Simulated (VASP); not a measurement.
A run of VASP 6.6.1:

The input POSCAR:

```
BAs
1.0
    2.4406304270      0.0000000000      0.0000000000
    0.0000000000      2.5072711378      0.0000000000
    0.0000000000      0.0000000000      4.4275139968
B As
1 1
Direct
    0.0000000000      0.5000000000      0.0000000000
    0.5000000000      0.5000000000      0.5000000000
```

File INCAR.step1:

```
SYSTEM = BAs
ALGO     = Normal         ! electronic algorithm
EDIFF    = 1E-5           ! SCF threshold, eV
ENCUT    = 420            ! plane-wave cutoff, eV
GGA      = PE             ! functional
GGA_COMPAT= .FALSE.      
ISIF     = 2              ! what is computed and relaxed
ISMEAR   = -1             ! smearing method
LASPH    = .TRUE.         ! aspherical terms in the spheres
LCHARG   = .FALSE.        ! write CHGCAR
LREAL    = .FALSE.        ! projectors in reciprocal space
LWAVE    = .TRUE.         ! write WAVECAR
NBANDS   = 11             ! bands
NELM     = 120            ! most SCF steps
PREC     = Accurate       ! precision mode
SIGMA    = 0.05           ! smearing width, eV
```

Contents of INCAR.step2:

```
SYSTEM = BAs
AEXX     = 0.25           ! exact-exchange fraction
ALGO     = Normal         ! electronic algorithm
EDIFF    = 1E-6           ! SCF threshold, eV
ENCUT    = 420            ! plane-wave cutoff, eV
GGA      = PE             ! functional
GGA_COMPAT= .FALSE.      
ISIF     = 2              ! what is computed and relaxed
ISMEAR   = -1             ! smearing method
ISTART   = 1            
LASPH    = .TRUE.         ! aspherical terms in the spheres
LCHARG   = .FALSE.        ! write CHGCAR
LHFCALC  = .TRUE.         ! exact exchange
LREAL    = .FALSE.        ! projectors in reciprocal space
LWAVE    = .FALSE.        ! write WAVECAR
NBANDS   = 11             ! bands
NELM     = 120            ! most SCF steps
PREC     = Accurate       ! precision mode
PRECFOCK = Normal       
SIGMA    = 0.05           ! smearing width, eV
```

Contents of KPOINTS:

```
k-points
0
G
  6 4 3
  0 0 0
```

Potentials or basis: VASP PAW PBE potentials, release 64 (B, As).

Run with:

```sh
$ cat potpaw_PBE.64/B/POTCAR potpaw_PBE.64/As/POTCAR > POTCAR
$ cp INCAR.step1 INCAR
$ mpirun -np 1 vasp_std > vasp.out
$ cp INCAR.step2 INCAR
$ mpirun -np 1 vasp_std > vasp.out
```

Hardware: 1 thread of Intel Xeon 8259CL (shared host).

How long does it take, and how much memory?

Run time: 4.5 min on 1 thread of Intel Xeon 8259CL, on a shared host, peak memory 0.13 GiB. Counts: k points 24.
